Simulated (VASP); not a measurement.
Set up this calculation in VASP 6.6.1, as the native input.

- Task: single point
- Functional: r2SCAN
- Potentials or basis: VASP PAW PBE potentials, release 64 (K_sv, Cl)
- Cutoff: 520 eV
- k mesh: 4 × 4 × 4
- Occupations: methfessel-paxton, width 0.05 eV
- Spin: no spin polarisation
- Dipole correction: no
- Further INCAR settings: ALGO = Normal; EDIFF = 1e-07; NBANDS = 15

The system is KCl.

```
K Cl
1.0
     0.00000    3.50728    3.50728
     3.50728    0.00000    3.50728
     3.50728    3.50728    0.00000
K Cl
1 1
Direct
  0.00000 0.00000 0.00000
  0.25000 0.25000 0.25000
```

These files were run (other wordings do the same):

POSCAR

```
KCl
1.0
    0.0000000000      3.5072828304      3.5072828304
    3.5072828304      0.0000000000      3.5072828304
    3.5072828304      3.5072828304      0.0000000000
K Cl
1 1
Direct
    0.0000000000      0.0000000000      0.0000000000
    0.2500000000      0.2500000000      0.2500000000
```

INCAR.step1

```
SYSTEM = KCl
PREC = Accurate
ENCUT = 520
ISMEAR = 1
SIGMA = 0.05
LREAL = .False.
LASPH = .True.
NELM = 100
NBANDS = 15
GGA = PE
ALGO = Normal
EDIFF = 1E-4
LWAVE = .True.
LCHARG = .False.
```

INCAR.step2

```
SYSTEM = KCl
PREC = Accurate
ENCUT = 520
EDIFF = 1E-7
ISMEAR = 1
SIGMA = 0.05
LREAL = .False.
LASPH = .True.
NELM = 100
ALGO = Normal
ISIF = 2
LWAVE = .False.
LCHARG = .False.
METAGGA = R2SCAN
LMIXTAU = .True.
NBANDS = 15
ISTART = 1
```

KPOINTS

```
regular mesh
0
Gamma
  4 4 4
  0 0 0
```

Potentials or basis: VASP PAW PBE potentials, release 64 (K_sv, Cl).

The run is started by

```bash
$ cat potpaw_PBE.64/K_sv/POTCAR potpaw_PBE.64/Cl/POTCAR > POTCAR
$ cp INCAR.step1 INCAR
$ mpirun -np 1 vasp_std > vasp.out
$ cp INCAR.step2 INCAR
$ mpirun -np 1 vasp_std > vasp.out
```

Results of the run:

* Pressure: 0.0 GPa
* Band gap on the k mesh: 5.35 eV (least direct gap 5.39 eV)

Caveat: the structure was generated, so it needn't be the stable form of KCl; the PAW data sets were made with another functional, which shifts forces and pressure a little.

It took 2.5 min on 1 thread of AMD EPYC 7R13 (shared host), peak memory 0.22 GiB.
